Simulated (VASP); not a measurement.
K2B2P, 5 atoms in the cell. Symmetry: P-3m1, No. 164, trigonal system. Conventional cell: a = 5.366 Å, b = 5.366 Å, c = 5.069 Å, α = 90.00°, β = 90.00°, γ = 120.00°. Within 4.5 Å of K (site symmetry 3m) lie 9 B at 3.12 to 4.46 Å and 3 P at 3.41 Å and 6 K at 3.80 to 4.22 Å. B (site symmetry 3m) has 1 B at 1.52 Å and 1 P at 1.77 Å within 2.0 Å. P (site symmetry -3m) has 2 B at 1.77 Å within 2.4 Å. The cell was built from a structure type or drawn by symmetry, and may not be a known phase.

```yaml
Program: VASP 6.6.1
Task: single point
Functional: PBE
Potentials_or_basis: VASP PAW PBE potentials, release 64 (K_sv, B, P)
Cutoff: 520 eV
k_mesh: 6 × 6 × 4
Occupations: gaussian, width 0.1 eV
Spin: no spin polarisation
Dipole_correction: no
Further_INCAR_settings: ALGO = Normal; EDIFF = 1e-07; NBANDS = 22
```

Potentials or basis: VASP PAW PBE potentials, release 64 (K_sv, B, P).

Launch:

```bash
$ cat potpaw_PBE.64/K_sv/POTCAR potpaw_PBE.64/B/POTCAR potpaw_PBE.64/P/POTCAR > POTCAR
$ mpirun -np 1 vasp_std > vasp.out
```

Hardware: 1 thread of Intel(R) Xeon(R) Platinum 8259CL CPU @ 2.50GHz (Skylake/Cascade Lake), on a shared host.

Question: How long does it take, and how much memory?

Answer: Wall time 74 s on 1 thread of Intel(R) Xeon(R) Platinum 8259CL CPU @ 2.50GHz (Skylake/Cascade Lake), on a shared host, peak memory 0.27 GiB. Counts: scf iterations 16, k points 24.
